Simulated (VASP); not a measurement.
Set up this calculation in VASP 6.6.1, as the native input.

```
Task                   : relaxation of cell and atoms
Functional             : PBEsol
Potentials or basis    : VASP PAW PBE potentials, release 64 (Pt)
Cutoff                 : 600 eV
k mesh                 : 9 × 9 × 9
Occupations            : fermi-dirac, width 0.1 eV
Spin                   : no spin polarisation
Target pressure        : 20 GPa
Dipole correction      : no
Further INCAR settings : ALGO = Normal; EDIFF = 1e-06; IBRION = 2; EDIFFG = -0.02; NSW = 80; ISIF = 3
```

The structure of Pt lies in POSCAR:

```
Pt
1.0
    2.5500000000      0.0000000000      0.0000000000
    0.0000000000      2.5500000000      0.0000000000
    0.0000000000      0.0000000000      2.5500000000
Pt
1
Direct
    0.0000000000      0.0000000000      0.0000000000
```

One way to write it, as run:

INCAR

```
SYSTEM = Pt
  PREC = Accurate
  ENCUT = 600
  EDIFF = 1E-6
  ISMEAR = -1
  SIGMA = 0.1
  LREAL = .FALSE.
  LASPH = .TRUE.
  NELM = 60
  ALGO = Normal
  ISIF = 3
  LWAVE = .FALSE.
  LCHARG = .FALSE.
  GGA = PS
  IBRION = 2
  NSW = 80
  EDIFFG = -0.02
  PSTRESS = 200.0
```

KPOINTS

```
Automatic mesh
0
G
  9 9 9
  0 0 0
```

Potentials or basis: VASP PAW PBE potentials, release 64 (Pt).

The run is started by

```bash
$ cat potpaw_PBE.64/Pt/POTCAR > POTCAR
$ mpirun -np 1 vasp_std > vasp.out
```

It gave:

The relaxed volume is 16.07 Å³/atom, the relaxed cell is a = 2.523 Å, b = 2.523 Å, c = 2.523 Å, α = 90.00°, β = 90.00°, γ = 90.00° and the space group after relaxing (to 0.05 Å) is Pm-3m (No. 221). The energy change on relaxing (the enthalpy is what falls) is +48.9 meV/atom. The ionic steps are 4. The pressure after relaxing is 19.9 GPa and the band gap on the k mesh is zero (band 5 reaches 11.92 eV, above the bottom of band 6 at 8.71 eV).

Caveat: the cell is relaxed towards a set pressure, so the enthalpy falls and the energy may rise; the PAW data sets were made with another functional, which shifts forces and pressure a little; spin-orbit coupling is left out, which moves the levels of the heavy elements.

It took 38 s on 1 thread of Intel Xeon 8259CL, with other jobs on the host, peak memory 0.14 GiB.
